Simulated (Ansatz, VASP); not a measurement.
# Si5F: VASP beside Ansatz

```
Si F
1.0
     3.42793    0.00000    0.00000
    -1.71396    2.96867    0.00000
     0.00000    0.00000    6.48513
Si F
5 1
Direct
  0.33333 0.66667 0.00000
  0.66667 0.33333 0.00000
  0.00000 0.00000 0.66686
  0.00000 0.00000 0.33314
  0.00000 0.00000 0.50000
  0.00000 0.00000 0.00000
```

Alike in both runs: task single point; functional PBE; k mesh 6 × 6 × 4; occupations gaussian, width 0.1 eV; no spin polarisation.

|  | VASP | Ansatz |
| --- | --- | --- |
| version | VASP 6.6.1 | Ansatz 0.2.0 |
| potentials or method | VASP PAW PBE potentials, release 64 (Si, F), cutoff 520 eV | scalar-relativistic, plane waves, PAW |
| valence electrons in the cell | 27 | 27 |

```csv
,VASP,Ansatz,Ansatz less VASP
gap on the k mesh at the Fermi level (eV),none,none,-
rms of the force components (eV/Å),48.493,47.005,-1.4871
```

Atom by atom the forces differ by 1.487 eV/Å (rms over components). A gap of «none» marks a metal or a gap that the smearing closes. The functional is the same, so the differences come from potentials, cutoffs and numerics.
